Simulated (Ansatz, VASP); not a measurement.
Two plane-wave programs on Ga2Sb2CO

```
CELL_PARAMETERS angstrom
4.33438 0.00000 0.00000
-2.16719 3.75368 0.00000
0.00000 0.00000 23.61974
ATOMIC_POSITIONS crystal
Sb 0.00000 0.00000 0.16935
Sb 0.33333 0.66667 0.32597
Ga 0.33333 0.66667 0.20681
Ga 0.66667 0.33333 0.35859
O 0.66667 0.77778 0.48983
C 0.66667 0.77778 0.53852
```

Alike in both runs: task single point; functional PBE; dispersion D3(BJ); k mesh 6 × 6 × 1; occupations gaussian, width 0.1 eV; no spin polarisation.

```csv
,VASP,Ansatz
version,VASP 6.6.1,Ansatz 0.2.0
potentials or method,"VASP PAW PBE potentials, release 64 (Sb, Ga_d, O, C), cutoff 520 eV","scalar-relativistic, plane waves, PAW"
valence electrons in the cell,46,66
```

|  | VASP | Ansatz | Ansatz less VASP |
| --- | --- | --- | --- |
| gap on the k mesh at the Fermi level (eV) | 0.03 | 0.02 | -0.004 |
| least direct gap on the mesh (eV) | 0.16 | 0.16 | +0.004 |
| rms of the force components (eV/Å) | 0.227 | 0.496 | +0.2691 |

One of these differences is far larger than is usual between the two programs; its cause wasn't traced. VASP's potentials hold 46 valence electrons a cell and Ansatz's 66, so a difference there can come from the potentials and not from the codes.

Neither program's run includes spin-orbit coupling. Noted on VASP's run: the standard files for N, O and F lose accuracy on very short bonds.
